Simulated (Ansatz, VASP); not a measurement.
**Rh in VASP and in Ansatz**

```
Rh
1.0
     0.00000    1.86273    1.86273
     1.86273    0.00000    1.86273
     1.86273    1.86273    0.00000
Rh
1
Direct
  0.00000 0.00000 0.00000
```

Change from the starting cell: volume scaled by 0.94.

Alike in both runs: task single point; functional LDA; k mesh 16 × 16 × 16; occupations fermi-dirac, width 0.03 eV; no spin polarisation.

|  | VASP | Ansatz |
| --- | --- | --- |
| version | VASP 6.6.1 | Ansatz 0.2.0 |
| potentials or method | VASP PAW LDA potentials, release 64 (Rh_pv), cutoff 520 eV | all-electron LAPW, scalar-relativistic |

VASP gave:

- pressure (GPa): 8.7

Task: Which values does Ansatz return?

Result: Pressure (GPa): 7.7.

LDA's correlation is that of Perdew and Zunger in VASP and of Perdew and Wang (1992) in Ansatz. Ansatz ran all-electron here, and VASP with PAW potentials.
